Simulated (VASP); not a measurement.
Write the native input for VASP 6.6.1 that does the following.

- Task: single point
- Functional: PBE
- Potentials or basis: VASP PAW PBE potentials, release 64 (Sc_sv, Pb_d)
- Cutoff: 520 eV
- k mesh: 15 × 15 × 10
- Occupations: gaussian, width 0.1 eV
- Spin: no spin polarisation
- Dipole correction: no
- Further INCAR settings: ALGO = Normal; EDIFF = 1e-07; NBANDS = 20

The structure of ScPb lies in POSCAR:

```
ScPb
1.0
    3.4863729240      0.0000000000      0.0000000000
   -1.7431864620      3.0192875192      0.0000000000
    0.0000000000      0.0000000000      4.8589143179
Sc Pb
1 1
Direct
    0.0000000000      0.0000000000      0.5000000000
    0.6666666667      0.3333333333      0.0000000000
```

One way to write it, as run:

INCAR

```
PREC = Accurate ; ENCUT = 520
EDIFF = 1E-7 ; ISMEAR = 0
SIGMA = 0.1 ; LREAL = False
LASPH = True ; NELM = 100
ALGO = Normal ; ISIF = 2
LWAVE = False ; LCHARG = False
GGA = PE ; NBANDS = 20
```

KPOINTS

```
regular mesh
0
Gamma
  15 15 10
```

Potentials or basis: VASP PAW PBE potentials, release 64 (Sc_sv, Pb_d).

Command:

```bash
$ cat potpaw_PBE.64/Sc_sv/POTCAR potpaw_PBE.64/Pb_d/POTCAR > POTCAR
$ mpirun -np 1 vasp_std > vasp.out
```

It gave:

| Quantity | Value |
| --- | --- |
| Pressure | 0.0 GPa |

Wall time 95 s on 1 thread of Intel(R) Xeon(R) Platinum 8488C (Sapphire Rapids), on a shared host, peak memory 0.3 GiB.
